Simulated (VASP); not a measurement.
A run of VASP 6.6.1:

File INCAR:

```
SYSTEM = BN2
ALGO = Normal ; EDIFF = 1E-7
EDIFFG = -0.01 ; ENCUT = 600
GGA = PE ; IBRION = 2
ISIF = 3 ; ISMEAR = 0
LASPH = .True. ; LCHARG = .False.
LREAL = .False. ; LWAVE = .False.
NELM = 80 ; NSW = 100
PREC = Accurate ; SIGMA = 0.1
```

The input KPOINTS:

```
k-points
0
Gamma
  10 10 12
  0 0 0
```

The input POSCAR:

```
BN2
1.0
    3.6109410064      0.0000000000      0.0000000000
    0.0000000000      3.6109410064      0.0000000000
    0.0000000000      0.0000000000      2.9567910595
B N
2 4
Direct
    0.5000000000      0.5000000000      0.0000000000
    0.0000000000      0.0000000000      0.5000000000
    0.1323028283      0.3676971717      0.2500000000
    0.3676971717      0.8676971717      0.7500000000
    0.8676971717      0.6323028283      0.2500000000
    0.6323028283      0.1323028283      0.7500000000
```

Potentials or basis: VASP PAW PBE potentials, release 64 (B, N).

Run with:

```console
$ cat potpaw_PBE.64/B/POTCAR potpaw_PBE.64/N/POTCAR > POTCAR
$ mpirun -np 1 vasp_std > vasp.out
```

Hardware: 1 thread of AMD EPYC 9R14 (Zen 4) (shared host).

**Question.** Estimate the wall time of this run.

**Answer.** Run time: 3.2 min on 1 thread of AMD EPYC 9R14 (Zen 4), with other jobs on the host, peak memory 0.2 GiB. Counts: scf iterations 39, k points 147, ion steps 5.
